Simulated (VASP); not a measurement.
# LiNbO3 (Cc) in VASP: single point with HSE06

Aim: the single point of LiNbO3 with HSE06.

Program: VASP 6.6.1. These are calculated values, not measurements. Logs are shortened: lines on timing, memory, paths and dates and some standing lists are left out, and cuts for length are marked.

## (1) The cell of the first run

The typed cell holds 40 atoms: a = 5.550 Å, b = 11.101 Å, c = 11.101 Å, α = 55.75°, β = 55.75°, γ = 55.75°.

## (2) Single point, HSE06

The input, POSCAR:

```
LiNbO3
1.0
    2.5949501400      1.4981951600      4.6722232500
   -5.1899002700      2.9963903200      9.3444465000
    0.0000000000     -5.9927806400      9.3444465000
Li Nb O
8 8 24
Direct
    0.7183927777      0.3591123703      0.3591771180
    0.2183927777      0.1091771180      0.1091123703
    0.7183927777      0.3591123703      0.8591771180
    0.2183927777      0.1091771180      0.6091123703
    0.7183927777      0.8591123703      0.3591771180
    0.2183927777      0.6091771180      0.1091123703
    0.7183927777      0.8591123703      0.8591771180
    0.2183927777      0.6091771180      0.6091123703
    0.9995011365      0.4999236378      0.4999463415
    0.4995011365      0.2499463415      0.2499236378
    0.9995011365      0.4999236378      0.9999463415
    0.4995011365      0.2499463415      0.7499236378
    0.9995011365      0.9999236378      0.4999463415
    0.4995011365      0.7499463415      0.2499236378
    0.9995011365      0.9999236378      0.9999463415
    0.4995011365      0.7499463415      0.7499236378
    0.2781285329      0.3212309634      0.4443346947
    0.6419945347      0.4446730060      0.1396076173
    0.8901680283      0.1394001481      0.3207791129
    0.3901680283      0.0707791129      0.3894001481
    0.7781285329      0.1943346947      0.0712309634
    0.1419945347      0.3896076173      0.1946730060
    0.2781285329      0.3212309634      0.9443346947
    0.6419945347      0.4446730060      0.6396076173
    0.8901680283      0.1394001481      0.8207791129
    0.3901680283      0.0707791129      0.8894001481
    0.7781285329      0.1943346947      0.5712309634
    0.1419945347      0.3896076173      0.6946730060
    0.2781285329      0.8212309634      0.4443346947
    0.6419945347      0.9446730060      0.1396076173
    0.8901680283      0.6394001481      0.3207791129
    0.3901680283      0.5707791129      0.3894001481
    0.7781285329      0.6943346947      0.0712309634
    0.1419945347      0.8896076173      0.1946730060
    0.2781285329      0.8212309634      0.9443346947
    0.6419945347      0.9446730060      0.6396076173
    0.8901680283      0.6394001481      0.8207791129
    0.3901680283      0.5707791129      0.8894001481
    0.7781285329      0.6943346947      0.5712309634
    0.1419945347      0.8896076173      0.6946730060
```

The input, INCAR.step1:

```
PREC = Accurate ; ENCUT = 520
EDIFF = 1E-5 ; ISMEAR = -1
SIGMA = 0.01 ; LREAL = Auto
LASPH = True ; NELM = 60
ALGO = Normal ; ISIF = 2
LWAVE = True ; GGA = PE
NBANDS = 162
```

The input, INCAR.step2:

```
PREC = Accurate ; ENCUT = 520
EDIFF = 1E-6 ; ISMEAR = -1
SIGMA = 0.01 ; LREAL = Auto
LASPH = True ; NELM = 60
ALGO = Normal ; ISIF = 2
LWAVE = False ; LCHARG = True
GGA = PE ; LHFCALC = True
HFSCREEN = 0.2079 ; PRECFOCK = Fast
LELF = True ; LVHAR = True
ISTART = 1 ; NBANDS = 162
```

The input, KPOINTS:

```
Automatic mesh
0
Gamma
  1 1 1
  0.25 0.25 0.25
```

Potentials or basis: VASP PAW PBE potentials, release 64 (Li_sv, Nb_sv, O).

Started as:

```sh
$ cat potpaw_PBE.64/Li_sv/POTCAR potpaw_PBE.64/Nb_sv/POTCAR potpaw_PBE.64/O/POTCAR > POTCAR
$ cp INCAR.step1 INCAR
$ mpirun -np 1 vasp_std > vasp.out
$ cp INCAR.step2 INCAR
$ mpirun -np 1 vasp_std > vasp.out
```

OUTCAR:

```text
PREC = Accurate
   ENCUT = 520
   EDIFF = 1E-6
   ISMEAR = -1
   LREAL = Auto
   LASPH = True
   NELM = 60
   ISIF = 2
   GGA = PE
   LHFCALC = True
   HFSCREEN = 0.2079
   PRECFOCK = Fast
   ISTART = 1

 ion  position               nearest neighbor table
   1  0.718  0.359  0.359-  32 2.08  22 2.08  27 2.08  18 2.26  19 2.27  17 2.27
   2  0.218  0.109  0.109-  19 2.08  30 2.08  23 2.08  34 2.26  26 2.27  21 2.27
   3  0.718  0.359  0.859-  38 2.08  28 2.08  21 2.08  24 2.26  25 2.27  23 2.27
   4  0.218  0.109  0.609-  25 2.08  36 2.08  17 2.08  40 2.26  20 2.27  27 2.27
   5  0.718  0.859  0.359-  20 2.08  34 2.08  39 2.08  30 2.26  31 2.27  29 2.27
   6  0.218  0.609  0.109-  31 2.08  18 2.08  35 2.08  22 2.26  38 2.27  33 2.27
[... 8 lines left out ...]
  15  1.000  1.000  1.000-  30 1.89  25 1.89  35 1.89  21 2.15  34 2.16  26 2.16
  16  0.500  0.750  0.750-  40 1.89  38 1.89  39 1.89  35 2.15  36 2.16  37 2.16
  17  0.278  0.321  0.444-   9 1.89   4 2.08  10 2.15   1 2.27
  18  0.642  0.445  0.140-  11 1.89   6 2.08  10 2.16   1 2.26
  19  0.890  0.139  0.321-  13 1.89   2 2.08  10 2.16   1 2.27
  20  0.390  0.071  0.389-  10 1.89   5 2.08  13 2.16   4 2.27
  21  0.778  0.194  0.071-  10 1.89   3 2.08  15 2.15   2 2.27
  22  0.142  0.390  0.195-  10 1.89   1 2.08  11 2.16   6 2.26
[... 16 lines left out ...]
  39  0.778  0.694  0.571-  16 1.89   5 2.08   9 2.15   8 2.27
  40  0.142  0.890  0.695-  16 1.89   7 2.08  13 2.16   4 2.26

  LATTYP: Found a base centered monoclinic cell.
 ALAT       =    15.1977748256
 B/A-ratio  =     0.6829815986
 C/A-ratio  =     0.3652177898
 COS(beta)  =    -0.0918250328

  Lattice vectors:

 A1 = (   7.7848504100,  -1.4981951600,  -4.6722232500)
 A2 = (   2.5949501400,   7.4909758000,  -4.6722232500)
 A3 = (   2.5949501400,   1.4981951600,   4.6722232500)

Analysis of symmetry for initial positions (statically):
=====================================================================
 Subroutine PRICEL returns following result:

  LATTYP: Found a trigonal (rhomboedric) cell.
 ALAT       =     5.5504977289
 COS(alpha) =     0.5628563531

  Lattice vectors:

 A1 = (   2.5949501400,   1.4981951600,   4.6722232500)
 A2 = (  -2.5949501350,   1.4981951600,   4.6722232500)
 A3 = (   0.0000000000,  -2.9963903200,   4.6722232500)

   4 primitive cells build up your supercell.

 Routine SETGRP: Setting up the symmetry group for a
 base centered monoclinic supercell.

 Subroutine GETGRP returns: Found  2 space group operations
 (whereof  1 operations were pure point group operations)
 out of a pool of  4 trial point group operations.

The static configuration has the point symmetry C_1 .
 The point group associated with its full space group is C_1h.

Analysis of symmetry for dynamics (positions and initial velocities):
=====================================================================
 Subroutine PRICEL returns following result:

  LATTYP: Found a trigonal (rhomboedric) cell.
 ALAT       =     5.5504977289
 COS(alpha) =     0.5628563531

  Lattice vectors:

 A1 = (   2.5949501400,   1.4981951600,   4.6722232500)
 A2 = (  -2.5949501350,   1.4981951600,   4.6722232500)
 A3 = (   0.0000000000,  -2.9963903200,   4.6722232500)

   4 primitive cells build up your supercell.

 Routine SETGRP: Setting up the symmetry group for a
 base centered monoclinic supercell.

 Subroutine GETGRP returns: Found  2 space group operations
 (whereof  1 operations were pure point group operations)
 out of a pool of  4 trial point group operations.

The dynamic configuration has the point symmetry C_1 .
 The point group associated with its full space group is C_1h.

 Subroutine INISYM returns: Found  2 space group operations
 (whereof  1 operations are pure point group operations),
 and found     4 'primitive' translations

----------------------------------------------------------------------------------------

                                     Primitive cell

  volume of cell :     108.9864

  direct lattice vectors                    reciprocal lattice vectors
     2.594950140  1.498195160  4.672223250     0.192681930  0.111244964  0.071343623
    -2.594950135  1.498195160  4.672223250    -0.192681930  0.111244964  0.071343623
     0.000000000 -2.996390320  4.672223250     0.000000000 -0.222489928  0.071343623

  length of vectors
     5.550497731  5.550497729  5.550497730     0.233648626  0.233648626  0.233648626

  position of ions in fractional coordinates (direct lattice)
     0.718392778  0.718224741  0.718354236
     0.218392778  0.218354236  0.218224741
     0.999501137  0.999847276  0.999892683
     0.499501137  0.499892683  0.499847276
     0.278128533  0.642461927  0.888669389
     0.641994535  0.889346012  0.279215235
     0.890168028  0.278800296  0.641558226
     0.390168028  0.141558226  0.778800296
     0.778128533  0.388669389  0.142461927
     0.141994535  0.779215235  0.389346012

  ion indices of the primitive-cell ions
   primitive index   ion index
                 1           1
                 2           4
                 3           9
                 4          10
                 5          17
                 6          18
                 7          19
                 8          32
                 9          27
                10          22

----------------------------------------------------------------------------------------

 KPOINTS: Automatic mesh

Automatic generation of k-mesh.
 Grid dimensions read from file:
 generate k-points for:    1    1    1

 Generating k-lattice:

  Cartesian coordinates                     Fractional coordinates (reciprocal lattice)
     0.192681930  0.111244964  0.071343623     1.000000000 -0.000000000 -0.000000000
    -0.096340965  0.055622482  0.035671811    -0.000000000  1.000000000  0.000000000
     0.000000000 -0.111244964  0.035671811     0.000000000  0.000000000  1.000000000

  Length of vectors
     0.233648626  0.116824313  0.116824313

  Shift w.r.t. Gamma in fractional coordinates (k-lattice)
     0.250000000  0.250000000  0.250000000

 Subroutine IBZKPT returns following result:
 ===========================================

 Found      1 irreducible k-points:

 Following reciprocal coordinates:
            Coordinates               Weight
  0.250000  0.250000  0.250000      2.000000
   k-points           NKPTS =      1   k-points in BZ     NKDIM =      2   number of bands    NBANDS=    162
   number of dos      NEDOS =    301   number of ions     NIONS =     40
   total plane-waves  NPLWV = 296352
   dimension x,y,z NGX =    42 NGY =   84 NGZ =   84
   dimension x,y,z NGXF=    84 NGYF=  168 NGZF=  168
   ions per type =               8   8  24
   NGX,Y,Z   is equivalent  to a cutoff of  12.58, 12.58, 12.58 a.u.
   NGXF,Y,Z  is equivalent  to a cutoff of  25.16, 25.16, 25.16 a.u.
 SYSTEM =  unknown system
   PREC   = accura    normal or accurate (medium, high low for compatibility)
   ISTART =      1    job   : 0-new  1-cont  2-samecut
   ICHARG =      0    charge: 1-file 2-atom 10-const
   ISPIN  =      1    spin polarized calculation?
   LNONCOLLINEAR =      F non collinear calculations
   LSORBIT =      F    spin-orbit coupling
   LASPH  =      T    aspherical Exc in radial PAW
   ENCUT  =  520.0 eV  38.22 Ry    6.18 a.u.  10.32 20.64 20.64*2*pi/ulx,y,z
   NELM   =     60;   NELMIN=  2; NELMDL=  0     # of ELM steps
   EDIFF  = 0.1E-05   stopping-criterion for ELM
   LREAL  =      T    real-space projection
   EDIFFG = 0.1E-04   stopping-criterion for IOM
   NSW    =      0    number of steps for IOM
   IBRION =     -1    ionic relax: 0-MD 1-quasi-New 2-CG
   NFREE  =      0    steps in history (QN), initial steepest desc. (CG)
   ISIF   =      2    stress and relaxation
   ISYM   =      3    0-nonsym 1-usesym 2-fastsym
   POTIM  = 0.5000    time-step for ionic-motion
   TEBEG  =    0.0;   TEEND  =   0.0 temperature during run
   PSTRESS=    0.0 pullay stress
   NELECT =     272.0000    total number of electrons
   NUPDOWN=      -1.0000    fix difference up-down
   EMIN   =  10.00;   EMAX   =-10.00  energy-range for DOS
   EFERMI =   0.00;   METHOD = LEGACY
   ISMEAR =    -1;   SIGMA  =   0.01  broadening in eV -4-tet -1-fermi 0-gaus
   EFERMI_NEDOS =   21; number of points for ismear=-14 and -15
   IALGO  =     38    algorithm
   IMIX   =      1    mixing-type and parameters
     AMIX     =   0.40;   BMIX     =  1.00
     AMIX_MAG =   1.60;   BMIX_MAG =  1.00
  volume/ion in A,a.u.               =      10.90        73.55
  Fermi-wavevector in a.u.,A,eV,Ry     =   1.398901  2.643540 26.625577  1.956925
  Thomas-Fermi vector in A             =   2.522014
   LORBIT       =      0    0 simple, 1 ext, 2 COOP (PROOUT), +10 PAW based schemes
   GGA     = PE    functional components
   LHFCALC =     T    Hartree Fock is set to
   PRECFOCK=fast      Normal, Fast or Accurate (Low or Medium for compatibility)
   ENCUT4O =  -1.0   cutoff for four orbital integrals eV
   NKREDX  =     1    reduce k-point grid by
   NKREDY  =     1    reduce k-point grid by
   NKREDZ  =     1    reduce k-point grid by
   AEXX    =    0.2500 exact exchange contribution
   HFSCREEN=    0.2079 screening length (either q_TF or 0.3 A-1)
   HFSCREENC=   0.2079 screening length for correlation (either q_TF or 0.3 A-1)
   ENCUTFOCK=  -1.0 apply spherical cutoff to Coloumb kernel
   IVDW    =     0    specifies the selected vdW correction
   LEPSILON=     F    determine dielectric tensor
   LRPA    =     F    only Hartree local field effects (RPA)
 non-spin polarized calculation
  energy-cutoff  :      520.00
  volume of cell :      435.95
 maximum number of plane-waves:     11741
 NGX is ok and might be reduce to    42
  NGX = 24; NGY = 48; NGZ = 48

 number of electron     271.9999996 magnetization

 Free energy of the ion-electron system (eV)
  ---------------------------------------------------
  ext. energy  EPLUGINS =         0.00000000
  ---------------------------------------------------
  free energy    TOTEN  =      -386.79498408 eV

  energy without entropy =     -386.79498408  energy(sigma->0) =     -386.79498408

 E-fermi :   2.5408     XC(G=0):  -8.7700

 val. band max:        2.1557456371   @ k =   0.2500   0.2500   0.2500
 cond. band min:       7.3194674348   @ k =   0.2500   0.2500   0.2500
 fundamental gap:      5.1637217977
 Fermi energy:         2.5408145390

 k-point     1 :       0.2500    0.2500    0.2500
  band No.  band energies     occupation
      1     -55.3834      2.00000
      2     -55.3782      2.00000
      3     -55.3772      2.00000
      4     -55.3772      2.00000
      5     -55.3772      2.00000
      6     -55.3772      2.00000
[... 140 lines left out ...]
    147       8.2815      0.00000
    148       8.2815      0.00000
 [bands above 148 left out]

------------------------ aborting loop because EDIFF is reached ----------------------------------------

  FORCE on cell =-STRESS in cart. coord.  units (eV):
  Direction    XX          YY          ZZ          XY          YZ          ZX
  --------------------------------------------------------------------------------------
  -------------------------------------------------------------------------------------
  Total      -21.2962498    -21.3990164    -19.1372354      0.0889985      0.0670318      0.1161007
  in kB      -78.2675031    -78.6451886    -70.3327416      0.3270853      0.2463539      0.4266905
  external PRESSURE =     -75.7484778 kB  Pullay stress =       0.0000000 kB

 VOLUME and BASIS-vectors are now :
 -----------------------------------------------------------------------------
  energy-cutoff  :      520.00
  volume of cell :      435.95
      direct lattice vectors                 reciprocal lattice vectors
     2.594950140  1.498195160  4.672223250     0.192681930  0.111244964  0.071343623
    -5.189900270  2.996390320  9.344446500    -0.096340965  0.055622482  0.035671811
     0.000000000 -5.992780640  9.344446500     0.000000000 -0.111244964  0.035671811

 POSITION                                       TOTAL-FORCE (eV/Angst)
 -----------------------------------------------------------------------------------
      0.00044     -0.00014     10.06851        -0.003717      0.004055     -0.000733
      0.00010      0.00045      3.06017         0.001654     -0.005246     -0.000733
      0.00044     -2.99653     14.74073        -0.003717      0.004055     -0.000733
      0.00010     -2.99594      7.73240         0.001654     -0.005246     -0.000733
     -2.59451      1.49806     14.74073        -0.003717      0.004055     -0.000733
     -2.59485      1.49864      7.73240         0.001654     -0.005246     -0.000733
[... 32 lines left out ...]
     -1.58432     -0.17698     15.46160        -0.089219     -0.394792      0.091709
     -4.24851     -1.28468     15.46766         0.405989      0.127534      0.084054
 -----------------------------------------------------------------------------------
    total drift:                               -0.002887     -0.001640     -0.006361

  FREE ENERGIE OF THE ION-ELECTRON SYSTEM (eV)
  ---------------------------------------------------
  free  energy   TOTEN  =      -386.7949840841 eV

  energy  without entropy=     -386.7949840841  energy(sigma->0) =     -386.79498408
```

It took 66 min on 1 thread of Oxide Virtual Turin-like, shared host; peak memory 0.85 GiB.

What came out:

```yaml
Free_energy: -386.7950 eV
Largest_force: 0.434 eV/Å
Band_gap_on_the_k_mesh: 5.16 eV
```

Forces on the atoms (eV/Å):
```
Li  -0.004  0.004 -0.001
Li   0.002 -0.005 -0.001
Li  -0.004  0.004 -0.001
Li   0.002 -0.005 -0.001
Li  -0.004  0.004 -0.001
Li   0.002 -0.005 -0.001
Li  -0.004  0.004 -0.001
Li   0.002 -0.005 -0.001
Nb  -0.017  0.007 -0.266
Nb  -0.002 -0.018 -0.266
Nb  -0.017  0.007 -0.266
Nb  -0.002 -0.018 -0.266
Nb  -0.017  0.007 -0.266
Nb  -0.002 -0.018 -0.266
Nb  -0.017  0.007 -0.266
Nb  -0.002 -0.018 -0.266
O   -0.387  0.120  0.092
O    0.313  0.288  0.084
O    0.091 -0.414  0.091
O   -0.313  0.286  0.091
O   -0.089 -0.395  0.092
O    0.406  0.128  0.084
O   -0.387  0.120  0.092
O    0.313  0.288  0.084
O    0.091 -0.414  0.091
O   -0.313  0.286  0.091
O   -0.089 -0.395  0.092
O    0.406  0.128  0.084
O   -0.387  0.120  0.092
O    0.313  0.288  0.084
O    0.091 -0.414  0.091
O   -0.313  0.286  0.091
O   -0.089 -0.395  0.092
O    0.406  0.128  0.084
O   -0.387  0.120  0.092
O    0.313  0.288  0.084
O    0.091 -0.414  0.091
O   -0.313  0.286  0.091
O   -0.089 -0.395  0.092
O    0.406  0.128  0.084
```

Caveat: the k points lie up to 1.14 Å⁻¹ apart; the cutoff is under 1.25 times the usual one of these potentials, so pressure, stress and relaxed cells hold a basis-set (Pulay) error; the PAW data sets were made with another functional, which shifts forces and pressure a little; a shifted mesh leaves out Γ, where band edges can lie. A k mesh can miss the band edges.
